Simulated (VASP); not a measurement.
# Li8H3F5 (P1) in VASP: relaxation of volume and atoms at fixed shape with PBEsol

Aim: the relaxation of volume and atoms at fixed shape of Li8H3F5 with PBEsol.

Everything below comes from runs of VASP 6.6.1. Logs are shortened: lines on timing, memory, paths and dates and some standing lists are left out, and cuts for length are marked.

## Step 1: The cell of the first run

The typed cell holds 64 atoms: a = 7.994 Å, b = 7.994 Å, c = 7.994 Å, α = 90.00°, β = 90.00°, γ = 90.00°.

## Step 2: Relaxation of volume and atoms at fixed shape, PBEsol

File INCAR:

```
SYSTEM = Li8H3F5
  PREC = Accurate
  ENCUT = 600
  EDIFF = 1E-7
  ISMEAR = -1
  SIGMA = 0.05
  LREAL = Auto
  LASPH = .True.
  NELM = 100
  ALGO = Normal
  ISIF = 8
  LWAVE = .False.
  LCHARG = .False.
  GGA = PS
  IBRION = 2
  NSW = 100
  EDIFFG = -0.03
  ISYM = 0
```

File KPOINTS:

```
Automatic mesh
0
Gamma
  1 1 1
  0.25 0.25 0.25
```

File POSCAR:

```
Li8H3F5
1.0
    7.9941910000      0.0000000000      0.0000000000
    0.0000000000      7.9941910000      0.0000000000
    0.0000000000      0.0000000000      7.9941910000
F H Li
20 12 32
Direct
    0.2510200000      0.9976940000      0.9993360000
    0.2458640000      0.9987080000      0.5069430000
    0.2477860000      0.5041630000      0.9950630000
    0.7491030000      0.9971520000      0.5037270000
    0.9971960000      0.2512060000      0.9981590000
    0.9986860000      0.2485820000      0.4965030000
    0.9967450000      0.7507610000      0.0004200000
    0.5020860000      0.2542480000      0.4976150000
    0.5014870000      0.7485800000      0.0003100000
    0.0015160000      0.0011780000      0.2499500000
    0.9978980000      0.9962090000      0.7469720000
    0.9978090000      0.4982640000      0.7513720000
    0.5029390000      0.9994710000      0.2503710000
    0.5003810000      0.0000160000      0.7487990000
    0.5047290000      0.5021360000      0.7484960000
    0.2520920000      0.2475230000      0.2470140000
    0.2489860000      0.2472250000      0.7527540000
    0.7507240000      0.2520190000      0.2434450000
    0.7478790000      0.7523330000      0.2494900000
    0.7470150000      0.7457620000      0.7553630000
    0.2479780000      0.5006450000      0.4995560000
    0.7492210000      0.9998760000      0.0037820000
    0.7539130000      0.4997340000      0.9975740000
    0.7468220000      0.4972160000      0.4989480000
    0.0009050000      0.7507880000      0.5013070000
    0.4983240000      0.2488170000      0.0014790000
    0.5052780000      0.7506040000      0.5007820000
    0.0078150000      0.4996300000      0.2520880000
    0.5033400000      0.5000650000      0.2467540000
    0.2527730000      0.7480690000      0.2498250000
    0.2516970000      0.7489330000      0.7438270000
    0.7521380000      0.2473300000      0.7493950000
    0.0011690000      0.0031210000      0.0033960000
    0.9995900000      0.0005360000      0.5055040000
    0.9994830000      0.4993900000      0.9999330000
    0.9986930000      0.4973200000      0.5003160000
    0.5034860000      0.9994340000      0.9973360000
    0.5008000000      0.9982960000      0.4948240000
    0.4998730000      0.4991730000      0.9988320000
    0.4977960000      0.4979060000      0.4984200000
    0.2537040000      0.2481690000      0.0000550000
    0.2504580000      0.2484100000      0.5030260000
    0.2492900000      0.7481860000      0.0008960000
    0.2502570000      0.7464900000      0.5003690000
    0.7505530000      0.2519020000      0.0042000000
    0.7487590000      0.2467110000      0.5004940000
    0.7531770000      0.7514340000      0.9988690000
    0.7503020000      0.7487470000      0.5027950000
    0.2495240000      0.0005970000      0.2497030000
    0.2479700000      0.0026090000      0.7527710000
    0.2480860000      0.5004510000      0.2518600000
    0.2553190000      0.5023490000      0.7518100000
    0.7513300000      0.0041100000      0.2466090000
    0.7456570000      0.9956540000      0.7521400000
    0.7523920000      0.5056690000      0.2542470000
    0.7471970000      0.4999920000      0.7490880000
    0.9987070000      0.2521940000      0.2521180000
    0.0012440000      0.2488950000      0.7493550000
    0.9991260000      0.7472940000      0.2519900000
    0.0004210000      0.7490590000      0.7426100000
    0.4987960000      0.2548560000      0.2455730000
    0.5027580000      0.2515050000      0.7537300000
    0.4997170000      0.7509360000      0.2489660000
    0.4995860000      0.7505120000      0.7510610000
```

Potentials or basis: VASP PAW PBE potentials, release 64 (F, H, Li_sv).

Command:

```sh
cat potpaw_PBE.64/F/POTCAR potpaw_PBE.64/H/POTCAR potpaw_PBE.64/Li_sv/POTCAR > POTCAR
mpirun -np 1 vasp_std > vasp.out
```

OUTCAR:

```text
SYSTEM = Li8H3F5
   PREC = Accurate
   ENCUT = 600
   EDIFF = 1E-7
   ISMEAR = -1
   LREAL = Auto
   LASPH = .True.
   NELM = 100
   ISIF = 8
   GGA = PS
   IBRION = 2
   NSW = 100
   EDIFFG = -0.03
   ISYM = 0

 ion  position               nearest neighbor table
   1  0.251  0.998  0.999-  50 1.97  43 1.99  33 2.00  49 2.00  41 2.00  37 2.02
   2  0.246  0.999  0.507-  50 1.97  34 1.97  42 2.00  44 2.02  38 2.04  49 2.06
   3  0.248  0.504  0.995-  52 1.95  43 1.95  35 1.99  39 2.02  41 2.05  51 2.05
   4  0.749  0.997  0.504-  48 1.99  54 1.99  38 1.99  46 2.00  34 2.00  53 2.06
   5  0.997  0.251  0.998-  45 1.97  33 1.98  35 1.98  58 1.99  57 2.03  41 2.05
   6  0.999  0.249  0.497-  57 1.95  34 1.98  36 1.99  46 2.00  42 2.01  58 2.02
[... 22 lines left out ...]
  29  0.503  0.500  0.247-
  30  0.253  0.748  0.250-
  31  0.252  0.749  0.744-
  32  0.752  0.247  0.749-
  33  0.001  0.003  0.003-  10 1.97   5 1.98   1 2.00   7 2.02  11 2.05
  34  1.000  0.001  0.506-  11 1.93   2 1.97   6 1.98   4 2.00  10 2.04
  35  0.999  0.499  1.000-   5 1.98   3 1.99  12 1.99   7 2.01
  36  0.999  0.497  0.500-   6 1.99  12 2.01
  37  0.503  0.999  0.997-  14 1.99   9 2.01   1 2.02  13 2.02
  38  0.501  0.998  0.495-  13 1.95   4 1.99  14 2.03   2 2.04   8 2.05
  39  0.500  0.499  0.999-   9 1.99  15 2.00   3 2.02
  40  0.498  0.498  0.498-   8 1.95  15 2.00
  41  0.254  0.248  0.000-  16 1.97  17 1.98   1 2.00   3 2.05   5 2.05
  42  0.250  0.248  0.503-  17 2.00   2 2.00   8 2.01   6 2.01  16 2.05
  43  0.249  0.748  0.001-   3 1.95   1 1.99   9 2.02   7 2.02
  44  0.250  0.746  0.500-   2 2.02
  45  0.751  0.252  0.004-  18 1.91   5 1.97
  46  0.749  0.247  0.500-   8 1.97   4 2.00   6 2.00  18 2.06
  47  0.753  0.751  0.999-   7 1.95  20 1.95  19 2.00   9 2.01
  48  0.750  0.749  0.503-   4 1.99  20 2.02  19 2.03
  49  0.250  0.001  0.250-  16 1.97  10 1.98   1 2.00  13 2.03   2 2.06
  50  0.248  0.003  0.753-  17 1.96   2 1.97   1 1.97  11 2.00  14 2.02
  51  0.248  0.500  0.252-  16 2.02   3 2.05
  52  0.255  0.502  0.752-   3 1.95  15 1.99  17 2.04  12 2.06
  53  0.751  0.004  0.247-  18 1.98  13 1.99  10 2.00  19 2.01   4 2.06
  54  0.746  0.996  0.752-  14 1.96   4 1.99  20 2.00  11 2.02
  55  0.752  0.506  0.254-  19 1.97  18 2.03
  56  0.747  0.500  0.749-  15 1.94  20 1.97  12 2.00
  57  0.999  0.252  0.252-   6 1.95  18 1.98  10 2.01  16 2.03   5 2.03
  58  0.001  0.249  0.749-  17 1.98   5 1.99  12 1.99  11 2.02   6 2.02
  59  0.999  0.747  0.252-  19 2.01   7 2.01  10 2.03
  60  0.000  0.749  0.743-  11 1.98  12 2.01  20 2.03   7 2.06
  61  0.499  0.255  0.246-  16 1.97  18 2.01   8 2.02  13 2.04
  62  0.503  0.252  0.754-  15 2.00  14 2.01  17 2.03   8 2.05
  63  0.500  0.751  0.249-  19 1.98  13 1.99   9 1.99
  64  0.500  0.751  0.751-  20 1.98  15 1.99   9 1.99  14 1.99

IMPORTANT INFORMATION: All symmetrisations will be switched off!
NOSYMM: (Re-)initialisation of all symmetry stuff for point group C_1.

----------------------------------------------------------------------------------------

                                     Primitive cell

  volume of cell :     510.8855

  direct lattice vectors                    reciprocal lattice vectors
     7.994191000  0.000000000  0.000000000     0.125090832  0.000000000  0.000000000
     0.000000000  7.994191000  0.000000000     0.000000000  0.125090832  0.000000000
     0.000000000  0.000000000  7.994191000     0.000000000  0.000000000  0.125090832

  length of vectors
     7.994191000  7.994191000  7.994191000     0.125090832  0.125090832  0.125090832

  position of ions in fractional coordinates (direct lattice)
     0.251020000  0.997694000  0.999336000
     0.245864000  0.998708000  0.506943000
     0.247786000  0.504163000  0.995063000
     0.749103000  0.997152000  0.503727000
     0.997196000  0.251206000  0.998159000
     0.998686000  0.248582000  0.496503000
[... 56 lines left out ...]
     0.499717000  0.750936000  0.248966000
     0.499586000  0.750512000  0.751061000

  ion indices of the primitive-cell ions
   primitive index   ion index
                 1           1
                 2           2
                 3           3
                 4           4
                 5           5
                 6           6
[... 56 lines left out ...]
                63          63
                64          64

----------------------------------------------------------------------------------------

 KPOINTS: Automatic mesh

Automatic generation of k-mesh.
 Grid dimensions read from file:
 generate k-points for:    1    1    1

 Generating k-lattice:

  Cartesian coordinates                     Fractional coordinates (reciprocal lattice)
     0.125090832  0.000000000  0.000000000     1.000000000  0.000000000  0.000000000
     0.000000000  0.125090832  0.000000000     0.000000000  1.000000000  0.000000000
     0.000000000  0.000000000  0.125090832     0.000000000  0.000000000  1.000000000

  Length of vectors
     0.125090832  0.125090832  0.125090832

  Shift w.r.t. Gamma in fractional coordinates (k-lattice)
     0.250000000  0.250000000  0.250000000

 Subroutine IBZKPT returns following result:
 ===========================================

 Found      4 irreducible k-points:

 Following reciprocal coordinates:
            Coordinates               Weight
  0.250000  0.250000  0.250000      2.000000
 -0.250000  0.250000  0.250000      2.000000
 -0.250000 -0.250000  0.250000      2.000000
  0.250000 -0.250000  0.250000      2.000000
   k-points           NKPTS =      4   k-points in BZ     NKDIM =      4   number of bands    NBANDS=    157
   number of dos      NEDOS =    301   number of ions     NIONS =     64
   total plane-waves  NPLWV = 262144
   dimension x,y,z NGX =    64 NGY =   64 NGZ =   64
   dimension x,y,z NGXF=   128 NGYF=  128 NGZF=  128
   ions per type =              20  12  32
   NGX,Y,Z   is equivalent  to a cutoff of  13.31, 13.31, 13.31 a.u.
   NGXF,Y,Z  is equivalent  to a cutoff of  26.62, 26.62, 26.62 a.u.
 SYSTEM =  Li8H3F5
   PREC   = accura    normal or accurate (medium, high low for compatibility)
   ISTART =      0    job   : 0-new  1-cont  2-samecut
   ICHARG =      2    charge: 1-file 2-atom 10-const
   ISPIN  =      1    spin polarized calculation?
   LNONCOLLINEAR =      F non collinear calculations
   LSORBIT =      F    spin-orbit coupling
   LASPH  =      T    aspherical Exc in radial PAW
   ENCUT  =  600.0 eV  44.10 Ry    6.64 a.u.  15.97 15.97 15.97*2*pi/ulx,y,z
   NELM   =    100;   NELMIN=  2; NELMDL= -5     # of ELM steps
   EDIFF  = 0.1E-06   stopping-criterion for ELM
   LREAL  =      T    real-space projection
   EDIFFG = -.3E-01   stopping-criterion for IOM
   NSW    =    100    number of steps for IOM
   IBRION =      2    ionic relax: 0-MD 1-quasi-New 2-CG
   NFREE  =      1    steps in history (QN), initial steepest desc. (CG)
   ISIF   =      8    stress and relaxation
   ISYM   =      0    0-nonsym 1-usesym 2-fastsym
   POTIM  = 0.5000    time-step for ionic-motion
   TEBEG  =    0.0;   TEEND  =   0.0 temperature during run
   PSTRESS=    0.0 pullay stress
   NELECT =     248.0000    total number of electrons
   NUPDOWN=      -1.0000    fix difference up-down
   EMIN   =  10.00;   EMAX   =-10.00  energy-range for DOS
   EFERMI =   0.00;   METHOD = LEGACY
   ISMEAR =    -1;   SIGMA  =   0.05  broadening in eV -4-tet -1-fermi 0-gaus
   EFERMI_NEDOS =   21; number of points for ismear=-14 and -15
   IALGO  =     38    algorithm
   IMIX   =      4    mixing-type and parameters
     AMIX     =   0.40;   BMIX     =  1.00
     AMIX_MAG =   1.60;   BMIX_MAG =  1.00
  volume/ion in A,a.u.               =       7.98        53.87
  Fermi-wavevector in a.u.,A,eV,Ry     =   1.286622  2.431362 22.523022  1.655395
  Thomas-Fermi vector in A             =   2.418685
   LORBIT       =      0    0 simple, 1 ext, 2 COOP (PROOUT), +10 PAW based schemes
   GGA     = PS    functional components
   LHFCALC =     F    Hartree Fock is set to
   AEXX    =    0.0000 exact exchange contribution
   IVDW    =     0    specifies the selected vdW correction
   LEPSILON=     F    determine dielectric tensor
   LRPA    =     F    only Hartree local field effects (RPA)
 conjugate gradient relaxation of ions
 non-spin polarized calculation
  energy-cutoff  :      600.00
  volume of cell :      510.89
 maximum number of plane-waves:     17043
   NGX = 31   NGY = 31   NGZ = 31

--------------------------------------- Ionic step        1  -------------------------------------------

 number of electron     248.0000078 magnetization

 Free energy of the ion-electron system (eV)
  ---------------------------------------------------
  ext. energy  EPLUGINS =         0.00000000
  ---------------------------------------------------
  free energy    TOTEN  =      -269.36032840 eV

  energy without entropy =     -269.36032840  energy(sigma->0) =     -269.36032840

------------------------ aborting loop because EDIFF is reached ----------------------------------------

  FORCE on cell =-STRESS in cart. coord.  units (eV):
  Direction    XX          YY          ZZ          XY          YZ          ZX
  --------------------------------------------------------------------------------------
  -------------------------------------------------------------------------------------
  Total        0.3953678      0.3271642      0.5842338     -0.0086708     -0.0566582      0.0317299
  in kB        1.2399049      1.0260129      1.8322034     -0.0271924     -0.1776847      0.0995074
  external PRESSURE =       1.3660404 kB  Pullay stress =       0.0000000 kB
[... 477 lines left out ...]
--------------------------------------- Ionic step        6  -------------------------------------------

 number of electron     248.0000423 magnetization

 Free energy of the ion-electron system (eV)
  ---------------------------------------------------
  ext. energy  EPLUGINS =         0.00000000
  ---------------------------------------------------
  free energy    TOTEN  =      -269.54811593 eV

  energy without entropy =     -269.54811593  energy(sigma->0) =     -269.54811593

 E-fermi :   2.3721     XC(G=0):  -9.6743

 val. band max:        1.0572219830   @ k =   0.2500   0.2500   0.2500
 cond. band min:       6.8227286048   @ k =   0.2500   0.2500   0.2500
 fundamental gap:      5.7655066218
 Fermi energy:         2.3721151541

 k-point     1 :       0.2500    0.2500    0.2500
  band No.  band energies     occupation
      1     -42.1080      2.00000
      2     -42.0937      2.00000
      3     -42.0830      2.00000
      4     -42.0762      2.00000
      5     -42.0738      2.00000
      6     -42.0671      2.00000
[... 545 lines left out ...]
    135       8.2610      0.00000
    136       8.4677      0.00000
 [bands above 136 left out]

------------------------ aborting loop because EDIFF is reached ----------------------------------------

  FORCE on cell =-STRESS in cart. coord.  units (eV):
  Direction    XX          YY          ZZ          XY          YZ          ZX
  --------------------------------------------------------------------------------------
  -------------------------------------------------------------------------------------
  Total       -0.0287233      0.0761553     -0.0039258     -0.0072208     -0.1448611      0.0724693
  in kB       -0.0898689      0.2382726     -0.0122830     -0.0225923     -0.4532377      0.2267400
  external PRESSURE =       0.0453736 kB  Pullay stress =       0.0000000 kB
[... 79 lines left out ...]
  FREE ENERGIE OF THE ION-ELECTRON SYSTEM (eV)
  ---------------------------------------------------
  free  energy   TOTEN  =      -269.5481159278 eV

  energy  without entropy=     -269.5481159278  energy(sigma->0) =     -269.54811593

 reached required accuracy - stopping structural energy minimisation
```

It took 56 min on 1 thread of Intel Xeon Platinum 8259CL at 2.50GHz (Skylake/Cascade Lake), shared host; peak memory 0.76 GiB.

Results:

| Quantity | Value |
| --- | --- |
| Free energy | -269.5481 eV |
| Relaxed volume | 8.00 Å³/atom |
| Relaxed cell | a = 8.000 Å, b = 8.000 Å, c = 8.000 Å, α = 90.00°, β = 90.00°, γ = 90.00° |
| Space group after relaxing (to 0.1 Å) | P1 (No. 1) |
| Energy gained by relaxing | 2.9 meV/atom |
| Ionic steps | 6 |
| Pressure after relaxing | 0.0 GPa |
| Largest force after relaxing | 0.030 eV/Å |
| Band gap on the k mesh | 5.77 eV |

Forces on the atoms (eV/Å):
```
F    0.007  0.019  0.005
F   -0.012 -0.002  0.004
F    0.007 -0.005  0.000
F    0.005 -0.007  0.013
F   -0.005  0.000  0.007
F    0.007  0.020 -0.021
F   -0.001  0.010  0.010
F    0.004  0.018  0.004
F   -0.013 -0.005  0.007
F    0.012 -0.004 -0.007
F    0.009  0.000 -0.028
F    0.012 -0.010  0.001
F   -0.004  0.003  0.006
F   -0.008  0.006 -0.010
F   -0.009  0.003 -0.011
F    0.005 -0.003  0.004
F    0.012 -0.001  0.003
F    0.000 -0.009 -0.006
F   -0.012  0.000  0.000
F   -0.001  0.003 -0.002
H    0.001  0.001 -0.006
H    0.008  0.004 -0.006
H   -0.009 -0.003  0.007
H    0.000  0.002  0.005
H    0.011  0.007 -0.003
H   -0.004 -0.004  0.013
H   -0.007 -0.003 -0.004
H   -0.013 -0.011  0.001
H   -0.003 -0.014  0.026
H   -0.010 -0.002 -0.013
H   -0.004  0.002  0.008
H   -0.001  0.015 -0.002
Li   0.000  0.003 -0.002
Li   0.013 -0.003  0.002
Li  -0.013 -0.002  0.014
Li   0.004  0.020  0.001
Li   0.005  0.000 -0.015
Li   0.001 -0.013  0.009
Li   0.004 -0.010  0.005
Li   0.001  0.007  0.006
Li  -0.003  0.001  0.005
Li  -0.009  0.008 -0.012
Li   0.017 -0.004 -0.003
Li  -0.005 -0.005 -0.001
Li  -0.002 -0.006  0.003
Li   0.019  0.012  0.014
Li  -0.014 -0.001 -0.007
Li   0.010 -0.004 -0.013
Li  -0.001 -0.005 -0.005
Li   0.001 -0.005 -0.013
Li   0.006  0.008  0.008
Li  -0.011  0.008 -0.002
Li  -0.002 -0.010 -0.005
Li   0.000  0.010 -0.009
Li  -0.006 -0.009 -0.012
Li   0.003  0.010  0.007
Li  -0.008 -0.010  0.003
Li  -0.002  0.002  0.005
Li  -0.008 -0.013 -0.009
Li   0.002  0.002  0.002
Li   0.003 -0.009  0.011
Li   0.003  0.000  0.003
Li  -0.003 -0.012  0.006
Li   0.006 -0.002  0.000
```

The path:
```csv
step,energy change (eV),largest force (eV/Å),pressure (GPa),volume (Å³)
1,0.0000,0.3544,0.14,510.89
2,-0.0800,0.2499,0.06,511.39
3,-0.1566,0.1301,-0.07,512.55
4,-0.1748,0.0818,-0.03,512.31
5,-0.1849,0.0651,0.03,511.94
6,-0.1878,0.0299,0.00,512.08
```

Final structure:
```
CELL_PARAMETERS angstrom
8.00041 0.00000 0.00000
0.00000 8.00041 0.00000
0.00000 0.00000 8.00041
ATOMIC_POSITIONS crystal
F 0.25025 0.99896 0.00010
F 0.25041 0.00025 0.49981
F 0.25012 0.50024 0.99930
F 0.74975 0.99936 0.49999
F 0.00105 0.25014 0.00038
F 0.00006 0.24895 0.50100
F 0.00045 0.74954 0.99966
F 0.49995 0.24933 0.49975
F 0.50058 0.75004 0.99944
F 0.00015 0.99999 0.25047
F 0.99986 0.99933 0.75069
F 0.99975 0.49946 0.75023
F 0.50019 0.00001 0.24989
F 0.50000 0.99926 0.74978
F 0.50032 0.49962 0.75001
F 0.25025 0.25004 0.24972
F 0.25021 0.24999 0.74994
F 0.75075 0.25012 0.25102
F 0.75070 0.75092 0.24951
F 0.75006 0.74933 0.75033
H 0.25042 0.50219 0.49844
H 0.74931 0.00138 0.99991
H 0.75030 0.49911 0.00113
H 0.74983 0.50025 0.49927
H 0.00063 0.74682 0.49940
H 0.50272 0.25147 0.99977
H 0.49965 0.74718 0.49890
H 0.00079 0.50166 0.25185
H 0.50075 0.50129 0.24957
H 0.25086 0.74758 0.25215
H 0.25038 0.74861 0.74702
H 0.74940 0.25021 0.75153
Li 0.00102 0.99972 0.99992
Li 0.00021 0.00013 0.50073
Li 0.00179 0.50013 0.99824
Li 0.00054 0.49845 0.50144
Li 0.49931 0.99881 0.99992
Li 0.49931 0.00045 0.49983
Li 0.49950 0.50151 0.99839
Li 0.49961 0.49926 0.50070
Li 0.24966 0.25043 0.00036
Li 0.25045 0.24906 0.49972
Li 0.24957 0.74931 0.00091
Li 0.25046 0.74930 0.49902
Li 0.75121 0.25113 0.00165
Li 0.74949 0.24874 0.49816
Li 0.75108 0.74929 0.00106
Li 0.74965 0.75010 0.49925
Li 0.25046 0.00058 0.25077
Li 0.25036 0.99992 0.74987
Li 0.25064 0.49950 0.24951
Li 0.25087 0.49914 0.75011
Li 0.75013 0.00047 0.25086
Li 0.74939 0.99829 0.75008
Li 0.75054 0.50115 0.25099
Li 0.74941 0.50030 0.74938
Li 0.00013 0.25039 0.25035
Li 0.99974 0.24982 0.75035
Li 0.99925 0.75025 0.25026
Li 0.99893 0.74858 0.75010
Li 0.50125 0.25049 0.24984
Li 0.50049 0.25005 0.74933
Li 0.50195 0.75038 0.24899
Li 0.50104 0.74907 0.75026
```

Levels at points of the mesh, in eV from the valence-band top:
```
           k point  band 122  band 123  band 124  band 125  band 126  band 127
(0.25, 0.25, 0.25)     -0.42     -0.30      0.00      5.77      5.91      6.06
```

Caveat: the cutoff is under 1.25 times the usual one of these potentials, so pressure, stress and relaxed cells hold a basis-set (Pulay) error; the PAW data sets were made with another functional, which shifts forces and pressure a little; a shifted mesh leaves out Γ, where band edges can lie. A k mesh can miss the band edges.
